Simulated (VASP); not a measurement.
# Nb (I4/mmm) in VASP: notebook

Nb is run at these levels: PBEsol; tasks: single point.

Program: VASP 6.6.1. These are calculated values, not measurements. Logs are shortened: lines on timing, memory, paths and dates and some standing lists are left out, and cuts for length are marked.

## Step 1: The cell of the first run

It takes space group I4/mmm (No. 139, tetragonal). The conventional cell has a = 2.991 Å, b = 2.991 Å, c = 4.145 Å, α = 90.00°, β = 90.00°, γ = 90.00°. Within 3.9 Å of Nb (site symmetry 4/mmm) lie 12 Nb at 2.96 to 2.99 Å.

## Step 2: Single point, PBEsol (strain -0.0200 x Voigt [0, 0, 1, 0, 0, 0])

INCAR reads:

```
PREC     = Accurate       # precision mode
ENCUT    = 520            # plane-wave cutoff, eV
EDIFF    = 1E-6           # SCF threshold, eV
ISMEAR   = 0              # smearing method
SIGMA    = 0.15           # smearing width, eV
LREAL    = False          # projectors in reciprocal space
LASPH    = True           # aspherical terms in the spheres
NELM     = 60             # most SCF steps
ALGO     = Fast           # electronic algorithm
ISIF     = 2              # what is computed and relaxed
LWAVE    = False          # write WAVECAR
LCHARG   = True           # write CHGCAR
GGA      = PS             # functional
LELF     = True           # ELF
LVHAR    = True         
NBANDS   = 12             # bands
```

KPOINTS reads:

```
Automatic mesh
0
Gamma
  20 20 20
```

POSCAR reads:

```
Nb
1.0
    0.0000000000      2.1150000000      2.0727000000
    2.1150000000      0.0000000000      2.0727000000
    2.1150000000      2.1150000000      0.0000000000
Nb
1
Direct
    0.0000000000      0.0000000000      0.0000000000
```

Potentials or basis: VASP PAW PBE potentials, release 64 (Nb_sv).

Launch:

```console
cat potpaw_PBE.64/Nb_sv/POTCAR > POTCAR
mpirun -np 1 vasp_std > vasp.out
```

OUTCAR:

```text
PREC = Accurate
   ENCUT = 520
   EDIFF = 1E-6
   ISMEAR = 0
   LREAL = False
   LASPH = True
   NELM = 60
   ISIF = 2
   GGA = PS

 ion  position               nearest neighbor table
   1  0.000  0.000  0.000-

  LATTYP: Found a body centered tetragonal cell.
 ALAT       =     2.9910616844
 C/A-ratio  =     1.3859292911

  Lattice vectors:

 A1 = (   0.0000000000,  -2.1150000000,  -2.0727000000)
 A2 = (   0.0000000000,   2.1150000000,  -2.0727000000)
 A3 = (   2.1150000000,   0.0000000000,   2.0727000000)

Analysis of symmetry for initial positions (statically):
=====================================================================
 Subroutine PRICEL returns:
 Original cell was already a primitive cell.

 Routine SETGRP: Setting up the symmetry group for a
 body centered tetragonal supercell.

 Subroutine GETGRP returns: Found 16 space group operations
 (whereof 16 operations were pure point group operations)
 out of a pool of 16 trial point group operations.

The static configuration has the point symmetry D_4h.

Analysis of symmetry for dynamics (positions and initial velocities):
=====================================================================
 Subroutine PRICEL returns:
 Original cell was already a primitive cell.

 Routine SETGRP: Setting up the symmetry group for a
 body centered tetragonal supercell.

 Subroutine GETGRP returns: Found 16 space group operations
 (whereof 16 operations were pure point group operations)
 out of a pool of 16 trial point group operations.

The dynamic configuration has the point symmetry D_4h.

 Subroutine INISYM returns: Found 16 space group operations
 (whereof 16 operations are pure point group operations),
 and found     1 'primitive' translations

----------------------------------------------------------------------------------------

                                     Primitive cell

  volume of cell :      18.5433

  direct lattice vectors                    reciprocal lattice vectors
     0.000000000  2.115000000  2.072700000    -0.236406619  0.236406619  0.241231244
     2.115000000  0.000000000  2.072700000     0.236406619 -0.236406619  0.241231244
     2.115000000  2.115000000  0.000000000     0.236406619  0.236406619 -0.241231244

  length of vectors
     2.961302127  2.961302127  2.991061684     0.412272595  0.412272595  0.412272595

  position of ions in fractional coordinates (direct lattice)
     0.000000000  0.000000000  0.000000000

  ion indices of the primitive-cell ions
   primitive index   ion index
                 1           1

----------------------------------------------------------------------------------------

 KPOINTS: Automatic mesh

Automatic generation of k-mesh.
 Grid dimensions read from file:
 generate k-points for:   20   20   20

 Generating k-lattice:

  Cartesian coordinates                     Fractional coordinates (reciprocal lattice)
    -0.011820331  0.011820331  0.012061562     0.050000000  0.000000000  0.000000000
     0.011820331 -0.011820331  0.012061562     0.000000000  0.050000000  0.000000000
     0.011820331  0.011820331 -0.012061562     0.000000000  0.000000000  0.050000000

  Length of vectors
     0.020613630  0.020613630  0.020613630

  Shift w.r.t. Gamma in fractional coordinates (k-lattice)
     0.000000000  0.000000000  0.000000000

 Subroutine IBZKPT returns following result:
 ===========================================

 Found    641 irreducible k-points:

 Following reciprocal coordinates:
            Coordinates               Weight
  0.000000  0.000000  0.000000      1.000000
  0.050000  0.000000  0.000000      8.000000
  0.100000 -0.000000  0.000000      8.000000
  0.150000  0.000000  0.000000      8.000000
  0.200000 -0.000000  0.000000      8.000000
  0.250000 -0.000000  0.000000      8.000000
[... 16 lines left out ...]
 -0.400000  0.050000  0.000000      8.000000
 -0.350000  0.050000  0.000000      8.000000
 [... further k-points ...]
   k-points           NKPTS =    641   k-points in BZ     NKDIM =    641   number of bands    NBANDS=     12
   number of dos      NEDOS =    301   number of ions     NIONS =      1
   total plane-waves  NPLWV =  13824
   dimension x,y,z NGX =    24 NGY =   24 NGZ =   24
   dimension x,y,z NGXF=    48 NGYF=   48 NGZF=   48
   ions per type =               1
   NGX,Y,Z   is equivalent  to a cutoff of  13.47, 13.47, 13.34 a.u.
   NGXF,Y,Z  is equivalent  to a cutoff of  26.95, 26.95, 26.68 a.u.
 SYSTEM =  unknown system
   PREC   = accura    normal or accurate (medium, high low for compatibility)
   ISTART =      0    job   : 0-new  1-cont  2-samecut
   ICHARG =      2    charge: 1-file 2-atom 10-const
   ISPIN  =      1    spin polarized calculation?
   LNONCOLLINEAR =      F non collinear calculations
   LSORBIT =      F    spin-orbit coupling
   LASPH  =      T    aspherical Exc in radial PAW
   ENCUT  =  520.0 eV  38.22 Ry    6.18 a.u.   5.51  5.51  5.56*2*pi/ulx,y,z
   NELM   =     60;   NELMIN=  2; NELMDL= -5     # of ELM steps
   EDIFF  = 0.1E-05   stopping-criterion for ELM
   LREAL  =      F    real-space projection
   EDIFFG = 0.1E-04   stopping-criterion for IOM
   NSW    =      0    number of steps for IOM
   IBRION =     -1    ionic relax: 0-MD 1-quasi-New 2-CG
   NFREE  =      0    steps in history (QN), initial steepest desc. (CG)
   ISIF   =      2    stress and relaxation
   ISYM   =      2    0-nonsym 1-usesym 2-fastsym
   POTIM  = 0.5000    time-step for ionic-motion
   TEBEG  =    0.0;   TEEND  =   0.0 temperature during run
   PSTRESS=    0.0 pullay stress
   NELECT =      13.0000    total number of electrons
   NUPDOWN=      -1.0000    fix difference up-down
   EMIN   =  10.00;   EMAX   =-10.00  energy-range for DOS
   EFERMI =   0.00;   METHOD = LEGACY
   ISMEAR =     0;   SIGMA  =   0.15  broadening in eV -4-tet -1-fermi 0-gaus
   EFERMI_NEDOS =   21; number of points for ismear=-14 and -15
   IALGO  =     68    algorithm
   IMIX   =      4    mixing-type and parameters
     AMIX     =   0.40;   BMIX     =  1.00
     AMIX_MAG =   1.60;   BMIX_MAG =  1.00
  volume/ion in A,a.u.               =      18.54       125.14
  Fermi-wavevector in a.u.,A,eV,Ry     =   1.454321  2.748268 28.776989  2.115049
  Thomas-Fermi vector in A             =   2.571485
   LORBIT       =      0    0 simple, 1 ext, 2 COOP (PROOUT), +10 PAW based schemes
   GGA     = PS    functional components
   LHFCALC =     F    Hartree Fock is set to
   AEXX    =    0.0000 exact exchange contribution
   IVDW    =     0    specifies the selected vdW correction
   LEPSILON=     F    determine dielectric tensor
   LRPA    =     F    only Hartree local field effects (RPA)
 non-spin polarized calculation
 RMM-DIIS sequential band-by-band and
 Gauss-broadening in eV      SIGMA  =   0.15
  energy-cutoff  :      520.00
  volume of cell :       18.54
 maximum number of plane-waves:       531
 NGX is ok and might be reduce to    24
   NGX = 11   NGY = 11   NGZ = 11

 number of electron      13.0000001 magnetization

 Free energy of the ion-electron system (eV)
  ---------------------------------------------------
  ext. energy  EPLUGINS =         0.00000000
  ---------------------------------------------------
  free energy    TOTEN  =       -10.61323417 eV

  energy without entropy =      -10.59666537  energy(sigma->0) =      -10.60494977

 E-fermi :  11.0020     XC(G=0): -12.4813

 val. band max:       11.0011634067   @ k =  -0.3500   0.2000   0.0500
 cond. band min:      11.0024420139   @ k =   0.5000   0.2000   0.0000
 fundamental gap:      0.0012786072
 Fermi energy:        11.0019579044

 k-point     1 :       0.0000    0.0000    0.0000
  band No.  band energies     occupation
      1     -43.6770      2.00000
      2     -19.0610      2.00000
      3     -19.0610      2.00000
      4     -19.0610      2.00000
      5       4.7188      2.00000
      6      11.0213      0.85501
      7      11.0213      0.85501
      8      11.2568      0.01626
      9      13.5742      0.00000
     10      13.8861      0.00000
     11      22.8512      0.00000
     12      27.4352      0.00000

 k-point     2 :       0.0500    0.0000    0.0000
  band No.  band energies     occupation
      1     -43.6721      2.00000
      2     -19.0937      2.00000
      3     -19.0655      2.00000
      4     -19.0646      2.00000
      5       4.8142      2.00000
      6      10.9780      1.17857
      7      11.0656      0.54873
      8      11.2690      0.01181
      9      13.5372      0.00000
     10      13.8416      0.00000
     11      23.0451      0.00000
     12      27.1458      0.00000

 k-point     3 :       0.1000   -0.0000    0.0000
  band No.  band energies     occupation
      1     -43.6578      2.00000
      2     -19.1879      2.00000
      3     -19.0784      2.00000
      4     -19.0750      2.00000
      5       5.0907      2.00000
      6      10.8079      1.93269
      7      11.1831      0.08766
      8      11.3600      0.00074
      9      13.4509      0.00000
     10      13.7316      0.00000
     11      23.5806      0.00000
     12      26.3183      0.00000

 k-point     4 :       0.1500    0.0000    0.0000
  band No.  band energies     occupation
      1     -43.6354      2.00000
      2     -19.3326      2.00000
      3     -19.0983      2.00000
      4     -19.0911      2.00000
      5       5.5170      2.00000
      6      10.5636      1.99996
      7      11.3228      0.00249
      8      11.5036      0.00000
      9      13.3905      0.00000
     10      13.6256      0.00000
     11      24.2373      0.00000
     12      25.5099      0.00000

 k-point     5 :       0.2000   -0.0000    0.0000
  band No.  band energies     occupation
      1     -43.6071      2.00000
      2     -19.5115      2.00000
      3     -19.1234      2.00000
      4     -19.1114      2.00000
      5       6.0329      2.00000
      6      10.3537      2.00000
      7      11.3980      0.00019
      8      11.6056      0.00000
      9      13.4680      0.00000
     10      13.6328      0.00000
     11      24.0534      0.00000
     12      25.6921      0.00000
[... 228 lines left out ...]
      1     -43.4698      2.00000
      2     -20.2957      2.00000
      3     -19.2465      2.00000
      4     -19.2253      2.00000
      5       7.1878      2.00000
      6      10.8533      1.83903
      7      10.8879      1.71797
      8      12.2487      0.00000
      9      15.8322      0.00000
     10      15.8491      0.00000
     11      21.5547      0.00000
     12      22.8250      0.00000

 k-point    22 :      -0.4500    0.0500    0.0000
  band No.  band energies     occupation
      1     -43.4718      2.00000
      2     -20.2845      2.00000
      3     -19.2394      2.00000
      4     -19.2302      2.00000
      5       7.1925      2.00000
      6      10.8538      1.83748
      7      10.9021      1.65357
      8      12.1910      0.00000
      9      15.6415      0.00000
     10      15.9204      0.00000
     11      21.5967      0.00000
     12      22.9255      0.00000

 k-point    23 :      -0.4000    0.0500    0.0000
  band No.  band energies     occupation
      1     -43.4837      2.00000
      2     -20.2181      2.00000
      3     -19.2276      2.00000
      4     -19.2242      2.00000
      5       7.2075      2.00000
      6      10.9202      1.55896
      7      10.9793      1.16926
      8      11.7615      0.00000
      9      15.2115      0.00000
     10      15.7216      0.00000
     11      21.8169      0.00000
     12      23.6105      0.00000

 k-point    24 :      -0.3500    0.0500    0.0000
  band No.  band energies     occupation
      1     -43.5042      2.00000
      2     -20.1021      2.00000
      3     -19.2177      2.00000
      4     -19.2025      2.00000
      5       7.1927      2.00000
      6      11.0200      0.86479
      7      11.0458      0.67920
      8      11.2450      0.02193
      9      14.6437      0.00000
     10      15.3291      0.00000
     11      22.1808      0.00000
     12      24.6844      0.00000

 [... further k-points ...]
[... 5 lines left out ...]
  --------------------------------------------------------------------------------------
  -------------------------------------------------------------------------------------
  Total       -0.2568861     -0.2568861     -0.9258386      0.0000000      0.0000000      0.0000000
  in kB      -22.1954493    -22.1954493    -79.9942328      0.0000000      0.0000000      0.0000000
  external PRESSURE =     -41.4617104 kB  Pullay stress =       0.0000000 kB

 VOLUME and BASIS-vectors are now :
 -----------------------------------------------------------------------------
  energy-cutoff  :      520.00
  volume of cell :       18.54
      direct lattice vectors                 reciprocal lattice vectors
     0.000000000  2.115000000  2.072700000    -0.236406619  0.236406619  0.241231244
     2.115000000  0.000000000  2.072700000     0.236406619 -0.236406619  0.241231244
     2.115000000  2.115000000  0.000000000     0.236406619  0.236406619 -0.241231244

 POSITION                                       TOTAL-FORCE (eV/Angst)
 -----------------------------------------------------------------------------------
      0.00000      0.00000      0.00000         0.000000      0.000000      0.000000
 -----------------------------------------------------------------------------------
    total drift:                                0.000000     -0.000000     -0.000000

  FREE ENERGIE OF THE ION-ELECTRON SYSTEM (eV)
  ---------------------------------------------------
  free  energy   TOTEN  =       -10.6132341715 eV

  energy  without entropy=      -10.5966653679  energy(sigma->0) =      -10.60494977
```

Wall time 2 min (1 thread of Intel Xeon Platinum 8488C (Sapphire Rapids), shared host); peak memory 0.25 GiB.

Results:

* Free energy: -10.6132 eV
* Pressure: -4.1 GPa

Caveat: the cell differs from its parent crystal (strain -0.0200 x Voigt [0, 0, 1, 0, 0, 0]); the PAW data sets were made with another functional, which shifts forces and pressure a little.

(Continued in part 2 of 2.)
